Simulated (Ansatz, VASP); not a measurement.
**Two plane-wave programs on Si5Sn**

```
Si Sn
1.0
     5.68344    0.00000    0.00000
    -2.84172    4.92200    0.00000
     0.00000    0.00000    3.83796
Si Sn
5 1
Cartesian
  0.0000 3.2813 0.0000
  2.8417 1.6407 0.0000
  2.8417 0.0000 1.9190
  1.4209 2.4610 1.9190
  -1.4209 2.4610 1.9190
  0.0000 0.0000 0.0000
```

Change from the starting cell: species swapped into the YFe5 type (P6/mmm, No. 191).

Alike in both runs: functional PBE; k mesh 12 × 12 × 10; occupations gaussian, width 0.1 eV; no spin polarisation.

Ansatz relaxed the structure, and its values are those at the end. VASP's run is a single point on that final structure, the one shown.

|  | VASP | Ansatz |
| --- | --- | --- |
| version | VASP 6.6.1 | Ansatz 0.2.0 |
| potentials or method | VASP PAW PBE potentials, release 64 (Si, Sn_d), cutoff 520 eV | scalar-relativistic, plane waves, PAW |
| valence electrons in the cell | 34 | 34 |

VASP gave:

```
gap on the k mesh at the Fermi level (eV) : none
pressure (GPa)                            : -0.1
```

Q: Estimate Ansatz's values.

A: gap on the k mesh at the Fermi level (eV): none; pressure (GPa): 0.0.

A gap of «none» marks a metal or a gap that the smearing closes. The functional is the same, so the differences come from potentials, cutoffs and numerics.
